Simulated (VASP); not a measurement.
## AlN: single point with LDA

AlN:

```
Al N
1.0
     3.27586    0.00000    0.00000
    -1.63793    2.83698    0.00000
     0.00000    0.00000    4.10069
Al N
2 2
Direct
  0.33333 0.66667 0.76094
  0.66667 0.33333 0.26094
  0.33333 0.66667 0.22893
  0.66667 0.33333 0.72893
```

```yaml
Program: VASP 6.6.1
Task: single point
Functional: LDA
Potentials_or_basis: VASP PAW LDA potentials, release 64 (Al, N)
Cutoff: 520 eV
k_mesh: 9 × 9 × 6
Occupations: gaussian, width 0.05 eV
Spin: no spin polarisation
```

```yaml
Pressure: 2.5 GPa
Largest_force: 0.517 eV/Å
Band_gap_on_the_k_mesh: 3.70 eV, direct
```

Forces in eV/Å, atoms in the order of the input:
```
Al   0.000  0.000 -0.517
Al   0.000  0.000 -0.517
N    0.000  0.000  0.517
N    0.000  0.000  0.517
```

Stress tensor (GPa, compression positive):
```
-0.51  0.00  0.00
 0.00 -0.51  0.00
 0.00  0.00  8.49
```

Levels at points of the mesh, in eV from the valence-band top:
```tsv
k point	band 5	band 6	band 7	band 8	band 9	band 10	band 11	band 12
(0.00, 0.00, 0.00)	-3.29	-1.54	-1.54	0.00	3.70	4.64	8.35	8.35
(0.00, 0.00, 0.50)	-2.45	-2.45	-2.45	-2.45	5.89	5.89	8.52	8.52
```

It took 30 s on 1 thread of Intel Xeon 8259CL, with other jobs on the host, peak memory 0.14 GiB.

A k mesh can miss the band edges. Expect the measured gap to be larger: semilocal functionals such as LDA lack the derivative discontinuity.
